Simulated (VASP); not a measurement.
# Pd (Fm-3m) in VASP: a series of runs, part 3 of 3

VASP 6.6.1. Earlier steps stand in the parts before.

### 6 Single point, PBE+D3(BJ)+U, non-collinear spin, zero start, spin-orbit coupling (15.93 Å³/atom)

This run uses another cell than the first one, of 15.93 Å³/atom.

Input file INCAR:

```
SYSTEM = Pd
PREC = Accurate ; ENCUT = 500
EDIFF = 1E-6 ; ISMEAR = -1
SIGMA = 0.05 ; LREAL = .False.
LASPH = .True. ; NELM = 200
ALGO = Normal ; ISIF = 2
LWAVE = .False. ; LCHARG = .False.
MAGMOM = 0 0 0 ; LORBIT = 11
LSORBIT = .True. ; GGA_COMPAT = .False.
LORBMOM = .True. ; LMAXMIX = 4
LDAU = .True. ; LDAUTYPE = 2
LDAUL = 2 ; LDAUU = 5.3
LDAUJ = 0 ; LDAUPRINT = 1
GGA = PE ; IVDW = 12
NBANDS = 21
```

Input file KPOINTS:

```
regular mesh
0
Gamma
  9 9 9
  0 0 0
```

Input file POSCAR:

```
Pd
1.0
    0.0000000000      1.9970809100      1.9970809100
    1.9970809100      0.0000000000      1.9970809100
    1.9970809100      1.9970809100      0.0000000000
Pd
1
Direct
    0.0000000000      0.0000000000      0.0000000000
```

Potentials or basis: VASP PAW PBE potentials, release 64 (Pd).

Run with:

```sh
$ cat potpaw_PBE.64/Pd/POTCAR > POTCAR
$ mpirun -np 1 vasp_ncl > vasp.out
```

OUTCAR:

```text
SYSTEM = Pd
   PREC = Accurate
   ENCUT = 500
   EDIFF = 1E-6
   ISMEAR = -1
   LREAL = .False.
   LASPH = .True.
   NELM = 200
   ISIF = 2
   LORBIT = 11
   LSORBIT = .True.
   GGA = PE
   IVDW = 12
 IVDW          = 12

 ion  position               nearest neighbor table
   1  0.000  0.000  0.000-

  LATTYP: Found a face centered cubic cell.
 ALAT       =     3.9941618200

  Lattice vectors:

 A1 = (   0.0000000000,   1.9970809100,   1.9970809100)
 A2 = (   1.9970809100,   0.0000000000,   1.9970809100)
 A3 = (   1.9970809100,   1.9970809100,   0.0000000000)

Analysis of symmetry for initial positions (statically):
=====================================================================
 Subroutine PRICEL returns:
 Original cell was already a primitive cell.

 Routine SETGRP: Setting up the symmetry group for a
 face centered cubic supercell.

 Subroutine GETGRP returns: Found 48 space group operations
 (whereof 48 operations were pure point group operations)
 out of a pool of 48 trial point group operations.

The static configuration has the point symmetry O_h .

Analysis of symmetry for dynamics (positions and initial velocities):
=====================================================================
 Subroutine PRICEL returns:
 Original cell was already a primitive cell.

 Routine SETGRP: Setting up the symmetry group for a
 face centered cubic supercell.

 Subroutine GETGRP returns: Found 48 space group operations
 (whereof 48 operations were pure point group operations)
 out of a pool of 48 trial point group operations.

The dynamic configuration has the point symmetry O_h .

Analysis of structural, dynamic, and magnetic symmetry:
=====================================================================
 Subroutine PRICEL returns:
 Original cell was already a primitive cell.

 Routine SETGRP: Setting up the symmetry group for a
 face centered cubic supercell.

 Subroutine GETGRP returns: Found 48 space group operations
 (whereof 48 operations were pure point group operations)
 out of a pool of 48 trial point group operations.

The overall configuration has the point symmetry O_h .

 Subroutine INISYM returns: Found 48 space group operations
 (whereof 48 operations are pure point group operations),
 and found     1 'primitive' translations

----------------------------------------------------------------------------------------

                                     Primitive cell

  volume of cell :      15.9300

  direct lattice vectors                    reciprocal lattice vectors
     0.000000000  1.997080910  1.997080910    -0.250365420  0.250365420  0.250365420
     1.997080910  0.000000000  1.997080910     0.250365420 -0.250365420  0.250365420
     1.997080910  1.997080910  0.000000000     0.250365420  0.250365420 -0.250365420

  length of vectors
     2.824298908  2.824298908  2.824298908     0.433645627  0.433645627  0.433645627

  position of ions in fractional coordinates (direct lattice)
[... 166 lines left out ...]
  o =  0.9485  v =  0.0000  0.0698  0.0311 -0.1533  0.0000  0.0020  0.0113  0.8822  0.0054 -0.0147      0.0000  0.1504 -0.0659  0.0679  0.0000 -0.0029  0.0054 -0.4002 -0.0113 -0.0098
  o =  0.9485  v =  0.0000  0.0072 -0.4093 -0.0129  0.0000  0.0040 -0.1511  0.0657 -0.0704 -0.0165      0.0000  0.0097  0.8779  0.0032 -0.0000 -0.0033 -0.0704 -0.0303  0.1511 -0.0199
  o =  0.9485  v =  0.1931  0.0000  0.0000  0.0000  0.0000  0.0000 -0.0965 -0.0000  0.0000  0.0000      0.0000 -0.0000 -0.0000  0.0000  0.9716 -0.0000  0.0000 -0.0000 -0.0965 -0.0000
  o =  0.9485  v =  0.0000  0.0951  0.0241  0.0293 -0.0000  0.1853  0.0007 -0.0134  0.0042  0.2713      0.0000  0.0246 -0.0043 -0.0902 -0.0000  0.0539  0.0042 -0.0141 -0.0007 -0.9325

 number of electron      10.0000001 magnetization       0.0000000      0.0000000     -0.0000000

 Free energy of the ion-electron system (eV)
  ---------------------------------------------------
  ext. energy  EPLUGINS =         0.00000000
  ---------------------------------------------------
  free energy    TOTEN  =        -2.37920848 eV

  energy without entropy =       -2.36295428  energy(sigma->0) =       -2.37108138

 E-fermi :   6.9617     XC(G=0): -12.5330

 val. band max:        6.9550104912   @ k =   0.3333   0.2222   0.1111
 cond. band min:       7.0653469425   @ k =   0.3333   0.1111   0.0000
 fundamental gap:      0.1103364513
 Fermi energy:         6.9617479815

 k-point     1 :       0.0000    0.0000    0.0000
  band No.  band energies     occupation
      1       2.0771      1.00000
      2       2.0771      1.00000
      3       4.1344      1.00000
      4       4.1344      1.00000
      5       4.1344      1.00000
      6       4.1344      1.00000
[... 565 lines left out ...]
     20      26.5758      0.00000
     21      28.2173      0.00000

 [... further k-points ...]

------------------------ aborting loop because EDIFF is reached ----------------------------------------

 Edisp (eV)   -0.61667

 E8    (eV) :    -0.2722

  FORCE on cell =-STRESS in cart. coord.  units (eV):
  Direction    XX          YY          ZZ          XY          YZ          ZX
  --------------------------------------------------------------------------------------
  -------------------------------------------------------------------------------------
  Total      -1.93570    -1.93570    -1.93570    -0.00000    -0.00000     0.00000
  in kB    -194.68438  -194.68438  -194.68438    -0.00000    -0.00000     0.00000
  external pressure =     -194.68 kB  Pullay stress =        0.00 kB

 VOLUME and BASIS-vectors are now :
 -----------------------------------------------------------------------------
  energy-cutoff  :      500.00
  volume of cell :       15.93
      direct lattice vectors                 reciprocal lattice vectors
     0.000000000  1.997080910  1.997080910    -0.250365420  0.250365420  0.250365420
     1.997080910  0.000000000  1.997080910     0.250365420 -0.250365420  0.250365420
     1.997080910  1.997080910  0.000000000     0.250365420  0.250365420 -0.250365420

 POSITION                                       TOTAL-FORCE (eV/Angst)
 -----------------------------------------------------------------------------------
      0.00000      0.00000      0.00000         0.000000     -0.000000     -0.000000
 -----------------------------------------------------------------------------------
    total drift:                                0.000000      0.000000      0.000000

  FREE ENERGIE OF THE ION-ELECTRON SYSTEM (eV)
  ---------------------------------------------------
  free  energy   TOTEN  =        -2.9958777450 eV

  energy  without entropy=       -2.9796235378  energy(sigma->0) =       -2.98775064

 orbital moment (x)

 # of ion     p       d       tot
 ----------------------------------------
  1        -0.000   0.000   0.000
 ----------------------------------------
           -0.000   0.000   0.000

 orbital moment (y)

 # of ion     p       d       tot
 ----------------------------------------
  1        -0.000  -0.000  -0.000
 ----------------------------------------
           -0.000  -0.000  -0.000

 orbital moment (z)

 # of ion     p       d       tot
 ----------------------------------------
  1         0.000  -0.000  -0.000
 ----------------------------------------
            0.000  -0.000  -0.000

 Spin-Orbit-Coupling matrix elements

 Ion:    1  E_soc:     -0.0822827
 l=   1
     0.0000000    -0.0017286    -0.0017286
    -0.0017286     0.0000000    -0.0017286
    -0.0017286    -0.0017286     0.0000000
 l=   2
     0.0000000    -0.0036329     0.0000000    -0.0036329    -0.0083522
    -0.0036329     0.0000000    -0.0062641    -0.0036329    -0.0020880
     0.0000000    -0.0062641     0.0000000    -0.0062641     0.0000000
    -0.0036329    -0.0036329    -0.0062641     0.0000000    -0.0020880
    -0.0083522    -0.0020880     0.0000000    -0.0020880     0.0000000
 l=   3
     0.0000000     0.0000000     0.0000000     0.0000000     0.0000000     0.0000000     0.0000000
     0.0000000     0.0000000     0.0000000     0.0000000     0.0000000     0.0000000     0.0000000
     0.0000000     0.0000000     0.0000000     0.0000000     0.0000000     0.0000000     0.0000000
     0.0000000     0.0000000     0.0000000     0.0000000     0.0000000     0.0000000     0.0000000
     0.0000000     0.0000000     0.0000000     0.0000000     0.0000000     0.0000000     0.0000000
     0.0000000     0.0000000     0.0000000     0.0000000     0.0000000     0.0000000     0.0000000
     0.0000000     0.0000000     0.0000000     0.0000000     0.0000000     0.0000000     0.0000000

 total charge

# of ion       s       p       d       tot
------------------------------------------
    1        0.367   0.281   9.036   9.684

 magnetization (x)

# of ion       s       p       d       tot
------------------------------------------
    1        0.000   0.000   0.000   0.000

 magnetization (y)

# of ion       s       p       d       tot
------------------------------------------
    1       -0.000   0.000   0.000  -0.000

 magnetization (z)

# of ion       s       p       d       tot
------------------------------------------
    1       -0.000  -0.000   0.000  -0.000
```

stdout:

```text
POSCAR found type information on POSCAR Pd
 POSCAR found :  1 types and       1 ions
 scaLAPACK will be used
 LDA part: xc-table for (Slater+PW92), standard interpolation
 POSCAR, INCAR and KPOINTS ok, starting setup
 FFT: planning ... GRIDC
 FFT: planning ... GRID_SOFT
 FFT: planning ... GRID
 WAVECAR not read
 entering main loop
```

Run time: 25 s. Hardware: 1 thread of AMD EPYC 9R45 (Zen 5), shared host; peak memory 0.18 GiB.

Results:

```yaml
Free_energy: -2.9959 eV
Pressure: -19.5 GPa
Net_moment: 0.00 μB per cell
Valence_electrons_inside_the_program's_atomic_spheres: Pd 9.68
Dispersion_energy_per_atom: -0.617 eV
```

Moments on the atoms (μB; x, y, z):
```
Pd  0.00 0.00 0.00
```

Caveat: the cell stands under tension; the U is typed as a test and isn't derived for this compound.

### 7 The runs side by side

```tsv
task	level	spin	U	fixed moment (μB)	cell	k mesh	cutoff (eV)	smearing	ions in elastic constants	pressure (GPa)	moment (μB)
vibrations by perturbation theory	PBEsol	off	-	-	a = 2.753 Å, angles 60.0°, 1 atom	10 × 10 × 10	500	fermi-dirac 0.05 eV	-	-	-
single point	PBE+U	collinear	Pd d U = 7.0 eV	1.0	a = 2.789 Å, angles 60.0°, 1 atom	12 × 12 × 12	500	gaussian 0.05 eV	-	-10.2	1.00
single point	r2SCAN+U	collinear	Pd d U = 8.0 eV	1.0	a = 2.753 Å, angles 60.0°, 1 atom	12 × 12 × 12	550	fermi-dirac 0.1 eV	-	-13.2	1.00
elastic constants	RPBE+D3(BJ)	off	-	-	a = 2.965 Å, angles 60.0°, 1 atom	7 × 7 × 7	500	gaussian 0.1 eV	relaxed	-	-
single point	PBE+D3(BJ)+U	non-collinear, zero start, SOC	Pd d U = 5.3 eV	-	a = 2.824 Å, angles 60.0°, 1 atom	9 × 9 × 9	500	fermi-dirac 0.05 eV	-	-19.5	0.00
```

Alike in all rows: potentials or basis VASP PAW PBE potentials, release 64 (Pd).

Caveats: some runs use coarse meshes; the PAW data sets were made with another functional, which shifts forces and pressure a little (at least some runs); the cell stands under tension (at least some runs); the U is typed as a test and isn't derived for this compound (at least some runs); the total moment is fixed, so each spin has its own Fermi level (at least some runs); the cell stands under pressure or tension, which shifts response properties (at least some runs); the cell is under stress, which shifts elastic constants (at least some runs); three body term missing (at least some runs).

Absolute energies hang on the potentials; compare differences alone.
